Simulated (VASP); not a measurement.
# MgZrH4 (P4/mmm) in VASP: single point with PBE

Aim: the single point of MgZrH4 with PBE.

All numbers are computed with VASP 6.6.1; they aren't measurements. Logs are shortened: lines on timing, memory, paths and dates and some standing lists are left out, and cuts for length are marked.

## 1. The cell of the first run

Symmetry: P4/mmm, No. 123, tetragonal system. Conventional cell: a = 3.306 Å, b = 3.306 Å, c = 4.908 Å, α = 90.00°, β = 90.00°, γ = 90.00°. Mg (site symmetry 4/mmm) has 8 H at 2.05 Å within 2.7 Å. Within 2.7 Å of Zr (site symmetry 4/mmm) lie 8 H at 2.07 Å. Within 2.7 Å of H (site symmetry 2mm) lie 2 Mg at 2.05 Å and 2 Zr at 2.07 Å and 6 H at 2.34 to 2.48 Å.

## 2. Single point, PBE

File POSCAR:

```
MgZrH4
1.0
    3.3057853390      0.0000000000      0.0000000000
    0.0000000000      3.3057853390      0.0000000000
    0.0000000000      0.0000000000      4.9076881578
Mg Zr H
1 1 4
Direct
    0.0000000000      0.0000000000      0.0000000000
    0.5000000000      0.5000000000      0.5000000000
    0.5000000000      0.0000000000      0.2477533275
    0.5000000000      0.0000000000      0.7522466725
    0.0000000000      0.5000000000      0.2477533275
    0.0000000000      0.5000000000      0.7522466725
```

File INCAR.step1:

```
PREC = Accurate
ENCUT = 520
EDIFF = 1E-6
ISMEAR = 0
SIGMA = 0.1
LREAL = False
LASPH = True
NELM = 100
ALGO = Normal
ISIF = 2
LWAVE = False
LCHARG = True
LMAXMIX = 4
GGA = PE
NBANDS = 18
```

File KPOINTS.step1:

```
regular mesh
0
Gamma
  10 10 6
```

File INCAR.step2:

```
PREC = Accurate
ENCUT = 520
EDIFF = 1E-6
ISMEAR = -5
SIGMA = 0.1
LREAL = False
LASPH = True
NELM = 100
ALGO = Normal
ISIF = 2
LWAVE = False
LCHARG = False
LMAXMIX = 4
GGA = PE
LORBIT = 11
NBANDS = 18
NEDOS = 1001
ICHARG = 11
```

File KPOINTS.step2:

```
regular mesh
0
Gamma
  15 15 9
```

Potentials or basis: VASP PAW PBE potentials, release 64 (Mg, Zr_sv, H).

Started as:

```
$ cat potpaw_PBE.64/Mg/POTCAR potpaw_PBE.64/Zr_sv/POTCAR potpaw_PBE.64/H/POTCAR > POTCAR
$ cp INCAR.step1 INCAR
$ cp KPOINTS.step1 KPOINTS
$ mpirun -np 1 vasp_std > vasp.out
$ cp INCAR.step2 INCAR
$ cp KPOINTS.step2 KPOINTS
$ mpirun -np 1 vasp_std > vasp.out
```

OUTCAR:

```text
PREC = Accurate
   ENCUT = 520
   EDIFF = 1E-6
   ISMEAR = -5
   LREAL = False
   LASPH = True
   NELM = 100
   ISIF = 2
   GGA = PE
   LORBIT = 11
   ICHARG = 11

 ion  position               nearest neighbor table
   1  0.000  0.000  0.000-   3 2.05   4 2.05   5 2.05   6 2.05   5 2.05   6 2.05   3 2.05   4 2.05
                             2 3.39   2 3.39   2 3.39   2 3.39   2 3.39   2 3.39   2 3.39   2 3.39
   2  0.500  0.500  0.500-   3 2.07   4 2.07   5 2.07   6 2.07   3 2.07   4 2.07   5 2.07   6 2.07
                             1 3.39   1 3.39   1 3.39   1 3.39   1 3.39   1 3.39   1 3.39   1 3.39
   3  0.500  0.000  0.248-   1 2.05   1 2.05   2 2.07   2 2.07
   4  0.500  0.000  0.752-   1 2.05   1 2.05   2 2.07   2 2.07
   5  0.000  0.500  0.248-   1 2.05   1 2.05   2 2.07   2 2.07
   6  0.000  0.500  0.752-   1 2.05   1 2.05   2 2.07   2 2.07

  LATTYP: Found a simple tetragonal cell.
 ALAT       =     3.3057853390
 C/A-ratio  =     1.4845755712

  Lattice vectors:

 A1 = (   3.3057853390,   0.0000000000,   0.0000000000)
 A2 = (   0.0000000000,   3.3057853390,   0.0000000000)
 A3 = (   0.0000000000,   0.0000000000,   4.9076881578)

Analysis of symmetry for initial positions (statically):
=====================================================================
 Subroutine PRICEL returns:
 Original cell was already a primitive cell.

 Routine SETGRP: Setting up the symmetry group for a
 simple tetragonal supercell.

 Subroutine GETGRP returns: Found 16 space group operations
 (whereof 16 operations were pure point group operations)
 out of a pool of 16 trial point group operations.

The static configuration has the point symmetry D_4h.

Analysis of symmetry for dynamics (positions and initial velocities):
=====================================================================
 Subroutine PRICEL returns:
 Original cell was already a primitive cell.

 Routine SETGRP: Setting up the symmetry group for a
 simple tetragonal supercell.

 Subroutine GETGRP returns: Found 16 space group operations
 (whereof 16 operations were pure point group operations)
 out of a pool of 16 trial point group operations.

The dynamic configuration has the point symmetry D_4h.

 Subroutine INISYM returns: Found 16 space group operations
 (whereof 16 operations are pure point group operations),
 and found     1 'primitive' translations

----------------------------------------------------------------------------------------

                                     Primitive cell

  volume of cell :      53.6323

  direct lattice vectors                    reciprocal lattice vectors
     3.305785339  0.000000000  0.000000000     0.302499980  0.000000000  0.000000000
     0.000000000  3.305785339  0.000000000     0.000000000  0.302499980  0.000000000
     0.000000000  0.000000000  4.907688158     0.000000000  0.000000000  0.203761928

  length of vectors
     3.305785339  3.305785339  4.907688158     0.302499980  0.302499980  0.203761928

  position of ions in fractional coordinates (direct lattice)
     0.000000000  0.000000000  0.000000000
     0.500000000  0.500000000  0.500000000
     0.500000000  0.000000000  0.247753327
     0.500000000  0.000000000  0.752246673
     0.000000000  0.500000000  0.247753327
     0.000000000  0.500000000  0.752246673

  ion indices of the primitive-cell ions
   primitive index   ion index
                 1           1
                 2           2
                 3           3
                 4           4
                 5           5
                 6           6

----------------------------------------------------------------------------------------

 KPOINTS: regular mesh

Automatic generation of k-mesh.
 Grid dimensions read from file:
 generate k-points for:   15   15    9

 Generating k-lattice:

  Cartesian coordinates                     Fractional coordinates (reciprocal lattice)
     0.020166665  0.000000000  0.000000000     0.066666667  0.000000000  0.000000000
     0.000000000  0.020166665  0.000000000     0.000000000  0.066666667  0.000000000
     0.000000000  0.000000000  0.022640214     0.000000000  0.000000000  0.111111111

  Length of vectors
     0.020166665  0.020166665  0.022640214

  Shift w.r.t. Gamma in fractional coordinates (k-lattice)
     0.000000000  0.000000000  0.000000000

 TETIRR: Found   3013 inequivalent tetrahedra from    12150

 Subroutine IBZKPT returns following result:
 ===========================================

 Found    180 irreducible k-points:

 Following reciprocal coordinates:
            Coordinates               Weight
  0.000000  0.000000  0.000000      1.000000
  0.066667  0.000000  0.000000      4.000000
  0.133333  0.000000  0.000000      4.000000
  0.200000  0.000000  0.000000      4.000000
  0.266667  0.000000  0.000000      4.000000
  0.333333  0.000000  0.000000      4.000000
[... 16 lines left out ...]
  0.266667  0.200000  0.000000      8.000000
  0.333333  0.200000  0.000000      8.000000
 [... further k-points ...]
   k-points           NKPTS =    180   k-points in BZ     NKDIM =    180   number of bands    NBANDS=     18
   number of dos      NEDOS =   1001   number of ions     NIONS =      6
   total plane-waves  NPLWV =  31360
   dimension x,y,z NGX =    28 NGY =   28 NGZ =   40
   dimension x,y,z NGXF=    56 NGYF=   56 NGZF=   80
   ions per type =               1   1   4
   NGX,Y,Z   is equivalent  to a cutoff of  14.08, 14.08, 13.55 a.u.
   NGXF,Y,Z  is equivalent  to a cutoff of  28.16, 28.16, 27.10 a.u.
 SYSTEM =  unknown system
   PREC   = accura    normal or accurate (medium, high low for compatibility)
   ISTART =      0    job   : 0-new  1-cont  2-samecut
   ICHARG =     11    charge: 1-file 2-atom 10-const
   ISPIN  =      1    spin polarized calculation?
   LNONCOLLINEAR =      F non collinear calculations
   LSORBIT =      F    spin-orbit coupling
   LASPH  =      T    aspherical Exc in radial PAW
   ENCUT  =  520.0 eV  38.22 Ry    6.18 a.u.   6.15  6.15  9.13*2*pi/ulx,y,z
   NELM   =    100;   NELMIN=  2; NELMDL=  0     # of ELM steps
   EDIFF  = 0.1E-05   stopping-criterion for ELM
   LREAL  =      F    real-space projection
   EDIFFG = 0.1E-04   stopping-criterion for IOM
   NSW    =      0    number of steps for IOM
   IBRION =     -1    ionic relax: 0-MD 1-quasi-New 2-CG
   NFREE  =      0    steps in history (QN), initial steepest desc. (CG)
   ISIF   =      2    stress and relaxation
   ISYM   =      2    0-nonsym 1-usesym 2-fastsym
   POTIM  = 0.5000    time-step for ionic-motion
   TEBEG  =    0.0;   TEEND  =   0.0 temperature during run
   PSTRESS=    0.0 pullay stress
   NELECT =      18.0000    total number of electrons
   NUPDOWN=      -1.0000    fix difference up-down
   EMIN   =  10.00;   EMAX   =-10.00  energy-range for DOS
   EFERMI =   0.00;   METHOD = LEGACY
   ISMEAR =    -5;   SIGMA  =   0.10  broadening in eV -4-tet -1-fermi 0-gaus
   EFERMI_NEDOS =   21; number of points for ismear=-14 and -15
   IALGO  =     38    algorithm
   IMIX   =      4    mixing-type and parameters
     AMIX     =   0.40;   BMIX     =  1.00
     AMIX_MAG =   1.60;   BMIX_MAG =  1.00
  volume/ion in A,a.u.               =       8.94        60.32
  Fermi-wavevector in a.u.,A,eV,Ry     =   1.137689  2.149921 17.610516  1.294336
  Thomas-Fermi vector in A             =   2.274394
   LORBIT       =     11    0 simple, 1 ext, 2 COOP (PROOUT), +10 PAW based schemes
   GGA     = PE    functional components
   LHFCALC =     F    Hartree Fock is set to
   AEXX    =    0.0000 exact exchange contribution
   IVDW    =     0    specifies the selected vdW correction
   LEPSILON=     F    determine dielectric tensor
   LRPA    =     F    only Hartree local field effects (RPA)
 non-spin polarized calculation
 Fermi weights with tetrahedron method with Bloechl corrections
  energy-cutoff  :      520.00
  volume of cell :       53.63
 maximum number of plane-waves:      1468
 NGX is ok and might be reduce to    28

 number of electron      17.9999999 magnetization

 Free energy of the ion-electron system (eV)
  ---------------------------------------------------
  ext. energy  EPLUGINS =         0.00000000
  ---------------------------------------------------
  free energy    TOTEN  =       -25.64769880 eV

  energy without entropy =      -25.64769880  energy(sigma->0) =      -25.64769880

 E-fermi :   5.9055     XC(G=0): -10.2067

 val. band max:        5.9606028221   @ k =   0.4667   0.1333   0.3333
 cond. band min:       5.8801210798   @ k =   0.4000   0.2000   0.0000
 fundamental gap:     -0.0804817423
 Fermi energy:         5.9054852044

 k-point     1 :       0.0000    0.0000    0.0000
  band No.  band energies     occupation
      1     -43.2602      2.00000
      2     -21.3890      2.00000
      3     -21.1216      2.00000
      4     -21.1216      2.00000
      5      -4.0795      2.00000
      6       0.3028      2.00000
[... 10 lines left out ...]
     17      16.3812      0.00000
     18      17.7175      0.00000

 k-point     2 :       0.0667    0.0000    0.0000
  band No.  band energies     occupation
      1     -43.2587      2.00000
      2     -21.3859      2.00000
      3     -21.1420      2.00000
      4     -21.1201      2.00000
      5      -4.0137      2.00000
      6       0.3009      2.00000
[... 10 lines left out ...]
     17      16.5911      0.00000
     18      17.2816      0.00000

 k-point     3 :       0.1333    0.0000    0.0000
  band No.  band energies     occupation
      1     -43.2544      2.00000
      2     -21.3770      2.00000
      3     -21.1993      2.00000
      4     -21.1159      2.00000
      5      -3.8196      2.00000
      6       0.2934      2.00000
[... 10 lines left out ...]
     17      16.1632      0.00000
     18      17.1966      0.00000

 k-point     4 :       0.2000    0.0000    0.0000
  band No.  band energies     occupation
      1     -43.2480      2.00000
      2     -21.3639      2.00000
      3     -21.2825      2.00000
      4     -21.1097      2.00000
      5      -3.5077      2.00000
      6       0.2744      2.00000
[... 10 lines left out ...]
     17      15.5306      0.00000
     18      16.3681      0.00000

 k-point     5 :       0.2667    0.0000    0.0000
  band No.  band energies     occupation
      1     -43.2406      2.00000
      2     -21.3765      2.00000
      3     -21.3488      2.00000
      4     -21.1025      2.00000
      5      -3.0935      2.00000
      6       0.2387      2.00000
[... 10 lines left out ...]
     17      15.1955      0.00000
     18      15.7255      0.00000

 k-point     6 :       0.3333    0.0000    0.0000
  band No.  band energies     occupation
      1     -43.2336      2.00000
      2     -21.4648      2.00000
      3     -21.3343      2.00000
      4     -21.0957      2.00000
      5      -2.5967      2.00000
      6       0.1885      2.00000
[... 307 lines left out ...]
 k-point    21 :       0.4667    0.1333    0.0000
  band No.  band energies     occupation
      1     -43.2193      2.00000
      2     -21.5614      2.00000
      3     -21.3052      2.00000
      4     -21.1620      2.00000
      5      -1.2609      2.00000
      6      -0.3750      2.00000
[... 10 lines left out ...]
     17      13.7978      0.00000
     18      13.8954      0.00000

 k-point    22 :       0.2000    0.2000    0.0000
  band No.  band energies     occupation
      1     -43.2358      2.00000
      2     -21.3393      2.00000
      3     -21.2732      2.00000
      4     -21.2636      2.00000
      5      -2.9416      2.00000
      6       0.3380      2.00000
[... 10 lines left out ...]
     17      14.4710      0.00000
     18      15.5499      0.00000

 k-point    23 :       0.2667    0.2000    0.0000
  band No.  band energies     occupation
      1     -43.2285      2.00000
      2     -21.3614      2.00000
      3     -21.3244      2.00000
      4     -21.2597      2.00000
      5      -2.5319      2.00000
      6       0.3586      2.00000
[... 10 lines left out ...]
     17      13.8536      0.00000
     18      16.0673      0.00000

 k-point    24 :       0.3333    0.2000    0.0000
  band No.  band energies     occupation
      1     -43.2215      2.00000
      2     -21.4485      2.00000
      3     -21.3102      2.00000
      4     -21.2517      2.00000
      5      -2.0400      2.00000
      6       0.3577      2.00000
[... 10 lines left out ...]
     17      13.2814      0.00000
     18      15.0475      0.00000

 [... further k-points ...]

------------------------ aborting loop because EDIFF is reached ----------------------------------------

  FORCE on cell =-STRESS in cart. coord.  units (eV):
  Direction    XX          YY          ZZ          XY          YZ          ZX
  --------------------------------------------------------------------------------------
  -------------------------------------------------------------------------------------
  Total       -0.0451316     -0.0451316     -0.0313134      0.0000000      0.0000000      0.0000000
  in kB       -1.3482321     -1.3482321     -0.9354369      0.0000000      0.0000000      0.0000000
  external PRESSURE =      -1.2106337 kB  Pullay stress =       0.0000000 kB

 VOLUME and BASIS-vectors are now :
 -----------------------------------------------------------------------------
  energy-cutoff  :      520.00
  volume of cell :       53.63
      direct lattice vectors                 reciprocal lattice vectors
     3.305785339  0.000000000  0.000000000     0.302499980  0.000000000  0.000000000
     0.000000000  3.305785339  0.000000000     0.000000000  0.302499980  0.000000000
     0.000000000  0.000000000  4.907688158     0.000000000  0.000000000  0.203761928

 POSITION                                       TOTAL-FORCE (eV/Angst)
 -----------------------------------------------------------------------------------
      0.00000      0.00000      0.00000         0.000000     -0.000000     -0.000000
      1.65289      1.65289      2.45384         0.000000     -0.000000     -0.000000
      1.65289      0.00000      1.21590         0.000000     -0.000000     -0.011106
      1.65289      0.00000      3.69179        -0.000000     -0.000000      0.011106
      0.00000      1.65289      1.21590         0.000000      0.000000     -0.011106
      0.00000      1.65289      3.69179         0.000000     -0.000000      0.011106
 -----------------------------------------------------------------------------------
    total drift:                                0.000000      0.000000      0.000000

  FREE ENERGIE OF THE ION-ELECTRON SYSTEM (eV)
  ---------------------------------------------------
  free  energy   TOTEN  =       -25.6476987978 eV

  energy  without entropy=      -25.6476987978  energy(sigma->0) =      -25.64769880

 total charge

# of ion       s       p       d       tot
------------------------------------------
    1        0.131   0.143   0.046   0.320
    2        2.148   5.993   1.663   9.804
    3        0.571   0.010   0.000   0.581
    4        0.571   0.010   0.000   0.581
    5        0.571   0.010   0.000   0.581
    6        0.571   0.010   0.000   0.581
--------------------------------------------------
tot          4.563   6.175   1.709  12.448
```

Run time: 69 s. Hardware: 1 thread of Intel Xeon 6975P-C (Granite Rapids), shared host; peak memory 0.31 GiB.

Results:

* Valence electrons inside the program's atomic spheres: Mg 0.32; Zr 9.80; H 0.58

Caveat: tetrahedron occupations give inexact forces and stress in metals.
